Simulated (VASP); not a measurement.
Here is a VASP 6.6.1 calculation.

File INCAR:

```
PREC     = Accurate       # precision mode
ENCUT    = 520            # plane-wave cutoff, eV
EDIFF    = 1E-7           # SCF threshold, eV
ISMEAR   = -1             # smearing method
SIGMA    = 0.05           # smearing width, eV
LREAL    = False          # projectors in reciprocal space
LASPH    = True           # aspherical terms in the spheres
NELM     = 80             # most SCF steps
ALGO     = Normal         # electronic algorithm
ISIF     = 2              # what is computed and relaxed
LWAVE    = False          # write WAVECAR
LCHARG   = False          # write CHGCAR
NBANDS   = 16             # bands
```

Contents of KPOINTS:

```
Automatic mesh
0
Gamma
  7 7 7
```

Contents of POSCAR:

```
HgTe
1.0
    0.0000000000      3.2145000000      3.2145000000
    3.2145000000      0.0000000000      3.2145000000
    3.2145000000      3.2145000000      0.0000000000
Hg Te
1 1
Direct
    0.0000000000      0.0000000000      0.0000000000
    0.7500000000      0.7500000000      0.7500000000
```

Potentials or basis: VASP PAW LDA potentials, release 64 (Hg, Te).

Command:

```console
$ cat potpaw_LDA.64/Hg/POTCAR potpaw_LDA.64/Te/POTCAR > POTCAR
$ mpirun -np 1 vasp_std > vasp.out
```

Q: What does it give for the pressure?

A: 0.4 GPa.

Q: Predict the band gap on the k mesh.

A: Zero (filled and empty bands touch).

Caveat: spin-orbit coupling is left out, which moves the levels of the heavy elements.
